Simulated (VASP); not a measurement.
# Na2S (Fm-3m) in VASP: a series of runs

Na2S is run at these levels: PBEsol; tasks: single point.

All numbers are computed with VASP 6.6.1; they aren't measurements. Logs are shortened: lines on timing, memory, paths and dates and some standing lists are left out, and cuts for length are marked.

### 1 The cell of the first run

It takes space group Fm-3m (No. 225, cubic). Conventional cell: a = 6.547 Å, b = 6.547 Å, c = 6.547 Å, α = 90.00°, β = 90.00°, γ = 90.00°. Within 3.7 Å of Na (site symmetry -43m) lie 4 S at 2.83 Å and 6 Na at 3.27 Å. Within 3.7 Å of S (site symmetry m-3m) lie 8 Na at 2.83 Å.

### 2 Single point, PBEsol

Contents of INCAR:

```
PREC     = Accurate       # precision mode
ENCUT    = 500            # plane-wave cutoff, eV
EDIFF    = 1E-6           # SCF threshold, eV
ISMEAR   = 0              # smearing method
SIGMA    = 0.01           # smearing width, eV
LREAL    = False          # projectors in reciprocal space
LASPH    = True           # aspherical terms in the spheres
NELM     = 120            # most SCF steps
ALGO     = Normal         # electronic algorithm
ISIF     = 2              # what is computed and relaxed
LWAVE    = False          # write WAVECAR
LCHARG   = True           # write CHGCAR
GGA      = PS             # functional
LELF     = True           # ELF
LVHAR    = True         
NBANDS   = 17             # bands
GGA_COMPAT= False
```

Contents of KPOINTS:

```
regular mesh
0
Gamma
  2 2 2
```

Contents of POSCAR:

```
Na2S
1.0
    0.0000000000      3.2735000000      3.2735000000
    3.2735000000      0.0000000000      3.2735000000
    3.2735000000      3.2735000000      0.0000000000
Na S
2 1
Direct
    0.2500000000      0.2500000000      0.2500000000
    0.7500000000      0.7500000000      0.7500000000
    0.0000000000      0.0000000000      0.0000000000
```

Potentials or basis: VASP PAW PBE potentials, release 64 (Na_pv, S).

The run is started by

```console
$ cat potpaw_PBE.64/Na_pv/POTCAR potpaw_PBE.64/S/POTCAR > POTCAR
$ mpirun -np 1 vasp_std > vasp.out
```

OUTCAR:

```text
PREC = Accurate
   ENCUT = 500
   EDIFF = 1E-6
   ISMEAR = 0
   LREAL = False
   LASPH = True
   NELM = 120
   ISIF = 2
   GGA = PS

 ion  position               nearest neighbor table
   1  0.250  0.250  0.250-
   2  0.750  0.750  0.750-
   3  0.000  0.000  0.000-

  LATTYP: Found a face centered cubic cell.
 ALAT       =     6.5470000000

  Lattice vectors:

 A1 = (   0.0000000000,   3.2735000000,   3.2735000000)
 A2 = (   3.2735000000,   0.0000000000,   3.2735000000)
 A3 = (   3.2735000000,   3.2735000000,   0.0000000000)

Analysis of symmetry for initial positions (statically):
=====================================================================
 Subroutine PRICEL returns:
 Original cell was already a primitive cell.

 Routine SETGRP: Setting up the symmetry group for a
 face centered cubic supercell.

 Subroutine GETGRP returns: Found 48 space group operations
 (whereof 48 operations were pure point group operations)
 out of a pool of 48 trial point group operations.

The static configuration has the point symmetry O_h .

Analysis of symmetry for dynamics (positions and initial velocities):
=====================================================================
 Subroutine PRICEL returns:
 Original cell was already a primitive cell.

 Routine SETGRP: Setting up the symmetry group for a
 face centered cubic supercell.

 Subroutine GETGRP returns: Found 48 space group operations
 (whereof 48 operations were pure point group operations)
 out of a pool of 48 trial point group operations.

The dynamic configuration has the point symmetry O_h .

 Subroutine INISYM returns: Found 48 space group operations
 (whereof 48 operations are pure point group operations),
 and found     1 'primitive' translations

----------------------------------------------------------------------------------------

                                     Primitive cell

  volume of cell :      70.1564

  direct lattice vectors                    reciprocal lattice vectors
     0.000000000  3.273500000  3.273500000    -0.152741714  0.152741714  0.152741714
     3.273500000  0.000000000  3.273500000     0.152741714 -0.152741714  0.152741714
     3.273500000  3.273500000  0.000000000     0.152741714  0.152741714 -0.152741714

  length of vectors
     4.629428096  4.629428096  4.629428096     0.264556409  0.264556409  0.264556409

  position of ions in fractional coordinates (direct lattice)
     0.250000000  0.250000000  0.250000000
     0.750000000  0.750000000  0.750000000
     0.000000000  0.000000000  0.000000000

  ion indices of the primitive-cell ions
   primitive index   ion index
                 1           1
                 2           2
                 3           3

----------------------------------------------------------------------------------------

 KPOINTS: regular mesh

Automatic generation of k-mesh.
 Grid dimensions read from file:
 generate k-points for:    2    2    2

 Generating k-lattice:

  Cartesian coordinates                     Fractional coordinates (reciprocal lattice)
    -0.076370857  0.076370857  0.076370857     0.500000000  0.000000000  0.000000000
     0.076370857 -0.076370857  0.076370857     0.000000000  0.500000000  0.000000000
     0.076370857  0.076370857 -0.076370857     0.000000000  0.000000000  0.500000000

  Length of vectors
     0.132278204  0.132278204  0.132278204

  Shift w.r.t. Gamma in fractional coordinates (k-lattice)
     0.000000000  0.000000000  0.000000000

 Subroutine IBZKPT returns following result:
 ===========================================

 Found      3 irreducible k-points:

 Following reciprocal coordinates:
            Coordinates               Weight
  0.000000  0.000000  0.000000      1.000000
  0.500000  0.000000  0.000000      4.000000
  0.500000  0.500000  0.000000      3.000000
   k-points           NKPTS =      3   k-points in BZ     NKDIM =      3   number of bands    NBANDS=     17
   number of dos      NEDOS =    301   number of ions     NIONS =      3
   total plane-waves  NPLWV =  46656
   dimension x,y,z NGX =    36 NGY =   36 NGZ =   36
   dimension x,y,z NGXF=    72 NGYF=   72 NGZF=   72
   ions per type =               2   1
   NGX,Y,Z   is equivalent  to a cutoff of  12.93, 12.93, 12.93 a.u.
   NGXF,Y,Z  is equivalent  to a cutoff of  25.86, 25.86, 25.86 a.u.
 SYSTEM =  unknown system
   PREC   = accura    normal or accurate (medium, high low for compatibility)
   ISTART =      0    job   : 0-new  1-cont  2-samecut
   ICHARG =      2    charge: 1-file 2-atom 10-const
   ISPIN  =      1    spin polarized calculation?
   LNONCOLLINEAR =      F non collinear calculations
   LSORBIT =      F    spin-orbit coupling
   LASPH  =      T    aspherical Exc in radial PAW
   ENCUT  =  500.0 eV  36.75 Ry    6.06 a.u.   8.44  8.44  8.44*2*pi/ulx,y,z
   NELM   =    120;   NELMIN=  2; NELMDL= -5     # of ELM steps
   EDIFF  = 0.1E-05   stopping-criterion for ELM
   LREAL  =      F    real-space projection
   EDIFFG = 0.1E-04   stopping-criterion for IOM
   NSW    =      0    number of steps for IOM
   IBRION =     -1    ionic relax: 0-MD 1-quasi-New 2-CG
   NFREE  =      0    steps in history (QN), initial steepest desc. (CG)
   ISIF   =      2    stress and relaxation
   ISYM   =      2    0-nonsym 1-usesym 2-fastsym
   POTIM  = 0.5000    time-step for ionic-motion
   TEBEG  =    0.0;   TEEND  =   0.0 temperature during run
   PSTRESS=    0.0 pullay stress
   NELECT =      20.0000    total number of electrons
   NUPDOWN=      -1.0000    fix difference up-down
   EMIN   =  10.00;   EMAX   =-10.00  energy-range for DOS
   EFERMI =   0.00;   METHOD = LEGACY
   ISMEAR =     0;   SIGMA  =   0.01  broadening in eV -4-tet -1-fermi 0-gaus
   EFERMI_NEDOS =   21; number of points for ismear=-14 and -15
   IALGO  =     38    algorithm
   IMIX   =      4    mixing-type and parameters
     AMIX     =   0.40;   BMIX     =  1.00
     AMIX_MAG =   1.60;   BMIX_MAG =  1.00
  volume/ion in A,a.u.               =      23.39       157.81
  Fermi-wavevector in a.u.,A,eV,Ry     =   1.077447  2.036079 15.794888  1.160892
  Thomas-Fermi vector in A             =   2.213359
   LORBIT       =      0    0 simple, 1 ext, 2 COOP (PROOUT), +10 PAW based schemes
   GGA     = PS    functional components
   LHFCALC =     F    Hartree Fock is set to
   AEXX    =    0.0000 exact exchange contribution
   IVDW    =     0    specifies the selected vdW correction
   LEPSILON=     F    determine dielectric tensor
   LRPA    =     F    only Hartree local field effects (RPA)
 non-spin polarized calculation
 Gauss-broadening in eV      SIGMA  =   0.01
  energy-cutoff  :      500.00
  volume of cell :       70.16
 maximum number of plane-waves:      1807
 NGX is ok and might be reduce to    36
   NGX = 17   NGY = 17   NGZ = 17

 number of electron      19.9999989 magnetization

 Free energy of the ion-electron system (eV)
  ---------------------------------------------------
  ext. energy  EPLUGINS =         0.00000000
  ---------------------------------------------------
  free energy    TOTEN  =       -10.04328623 eV

  energy without entropy =      -10.04328623  energy(sigma->0) =      -10.04328623

 E-fermi :   0.3531     XC(G=0):  -7.8695

 val. band max:        0.3054242483   @ k =   0.0000   0.0000   0.0000
 cond. band min:       2.5628175202   @ k =   0.0000   0.0000   0.0000
 fundamental gap:      2.2573932719
 Fermi energy:         0.3531117937

 k-point     1 :       0.0000    0.0000    0.0000
  band No.  band energies     occupation
      1     -22.0296      2.00000
      2     -22.0296      2.00000
      3     -22.0296      2.00000
      4     -21.9756      2.00000
      5     -21.9756      2.00000
      6     -21.9756      2.00000
[... 9 lines left out ...]
     16       9.4709      0.00000
     17      11.2576      0.00000

 k-point     2 :       0.5000    0.0000    0.0000
  band No.  band energies     occupation
      1     -22.0113      2.00000
      2     -22.0062      2.00000
      3     -22.0043      2.00000
      4     -22.0043      2.00000
      5     -22.0027      2.00000
      6     -22.0027      2.00000
[... 9 lines left out ...]
     16      11.5716      0.00000
     17      11.5716      0.00000

 k-point     3 :       0.5000    0.5000    0.0000
  band No.  band energies     occupation
      1     -22.0556      2.00000
      2     -22.0407      2.00000
      3     -22.0407      2.00000
      4     -21.9683      2.00000
      5     -21.9683      2.00000
      6     -21.9618      2.00000
[... 9 lines left out ...]
     16      11.7499      0.00000
     17      12.3532      0.00000

------------------------ aborting loop because EDIFF is reached ----------------------------------------

  FORCE on cell =-STRESS in cart. coord.  units (eV):
  Direction    XX          YY          ZZ          XY          YZ          ZX
  --------------------------------------------------------------------------------------
  -------------------------------------------------------------------------------------
  Total        0.1052800      0.1052800      0.1052800      0.0000000      0.0000000      0.0000000
  in kB        2.4043053      2.4043053      2.4043053      0.0000000      0.0000000      0.0000000
  external PRESSURE =       2.4043053 kB  Pullay stress =       0.0000000 kB

 VOLUME and BASIS-vectors are now :
 -----------------------------------------------------------------------------
  energy-cutoff  :      500.00
  volume of cell :       70.16
      direct lattice vectors                 reciprocal lattice vectors
     0.000000000  3.273500000  3.273500000    -0.152741714  0.152741714  0.152741714
     3.273500000  0.000000000  3.273500000     0.152741714 -0.152741714  0.152741714
     3.273500000  3.273500000  0.000000000     0.152741714  0.152741714 -0.152741714

 POSITION                                       TOTAL-FORCE (eV/Angst)
 -----------------------------------------------------------------------------------
      1.63675      1.63675      1.63675         0.000000      0.000000      0.000000
      4.91025      4.91025      4.91025        -0.000000     -0.000000     -0.000000
      0.00000      0.00000      0.00000        -0.000000      0.000000      0.000000
 -----------------------------------------------------------------------------------
    total drift:                                0.000000      0.000000      0.000000

  FREE ENERGIE OF THE ION-ELECTRON SYSTEM (eV)
  ---------------------------------------------------
  free  energy   TOTEN  =       -10.0432862258 eV

  energy  without entropy=      -10.0432862258  energy(sigma->0) =      -10.04328623
```

It took 17 s on 1 thread of Intel Xeon 8259CL, shared host; peak memory 0.19 GiB.

What came out:

- Free energy: -10.0433 eV
- Pressure: 0.2 GPa
- Band gap on the k mesh: 2.26 eV, direct

Levels at points of the mesh, in eV from the valence-band top:
| k point | band 7 | band 8 | band 9 | band 10 | band 11 | band 12 | band 13 | band 14 |
| --- | --- | --- | --- | --- | --- | --- | --- | --- |
| (0.00, 0.00, 0.00) | -10.09 | 0.00 | 0.00 | 0.00 | 2.26 | 7.52 | 7.52 | 7.52 |
| (0.50, 0.00, 0.00) | -9.83 | -1.73 | -0.14 | -0.14 | 4.57 | 6.27 | 6.92 | 6.92 |
| (0.50, 0.50, 0.00) | -9.75 | -1.54 | -0.48 | -0.48 | 3.58 | 5.79 | 8.32 | 9.55 |

Caveat: the k points lie up to 0.83 Å⁻¹ apart; the PAW data sets were made with another functional, which shifts forces and pressure a little.

(Continued in part 2 of 2.)
